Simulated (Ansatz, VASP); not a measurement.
## GaN: VASP beside Ansatz

Contents of POSCAR:

```
GaN
1.0
    0.0000000000      2.0552490969      2.0552490969
    2.0552490969      0.0000000000      2.0552490969
    2.0552490969      2.0552490969      0.0000000000
Ga N
1 1
Direct
    0.0000000000      0.0000000000      0.0000000000
    0.5000000000      0.5000000000      0.5000000000
```

INCAR.step1

```
SYSTEM = GaN
PREC = Accurate
ENCUT = 520
ISMEAR = 0
SIGMA = 0.02
LREAL = .False.
LASPH = .True.
NELM = 100
NBANDS = 16
GGA = PE
ALGO = Normal
EDIFF = 1E-4
LWAVE = .True.
LCHARG = .False.
```

Contents of INCAR.step2:

```
SYSTEM = GaN
PREC = Accurate
ENCUT = 520
EDIFF = 1E-6
ISMEAR = 0
SIGMA = 0.02
LREAL = .False.
LASPH = .True.
NELM = 100
ALGO = Normal
ISIF = 2
LWAVE = .False.
LCHARG = .False.
METAGGA = R2SCAN
LMIXTAU = .True.
NBANDS = 16
ISTART = 1
```

Contents of KPOINTS:

```
regular mesh
0
Gamma
  12 12 12
  0 0 0
```

Input for Ansatz:

```yaml
crystal:
  lattice:
    - [0.0, 2.0552490969, 2.0552490969]
    - [2.0552490969, 0.0, 2.0552490969]
    - [2.0552490969, 2.0552490969, 0.0]
  atoms:
    - { symbol: Ga, position: [0.0, 0.0, 0.0] }
    - { symbol: "N", position: [0.5, 0.5, 0.5] }
basis:
  ecutwfc: 500
kpoints:
  mp_grid: { grid: [12, 12, 12] }
hamiltonian:
  xc: r2scan
scf:
  occupations: { method: gaussian, width: 0.02 }
output:
  forces: true
  stress: true
  eigenvalues: true
  populations: true
```

Alike in both runs: task single point; functional r2SCAN; k mesh 12 × 12 × 12; occupations gaussian, width 0.02 eV; no spin polarisation.

|  | VASP | Ansatz |
| --- | --- | --- |
| version | VASP 6.6.1 | Ansatz 0.2.0 |
| potentials or method | VASP PAW PBE potentials, release 64 (Ga_d, N), cutoff 520 eV | scalar-relativistic, plane waves, PAW |
| valence electrons in the cell | 18 | 18 |

|  | VASP | Ansatz | Ansatz less VASP |
| --- | --- | --- | --- |
| gap on the k mesh at the Fermi level (eV) | 1.68 | 1.71 | +0.025 |
| least direct gap on the mesh (eV) | 4.47 | 4.44 | -0.033 |
| pressure (GPa) | 23.9 | 22.2 | -1.69 |

VASP's potentials were made for PBE, not for r2SCAN. With one functional, cell and mesh, what is left measures potentials, basis and numerics.
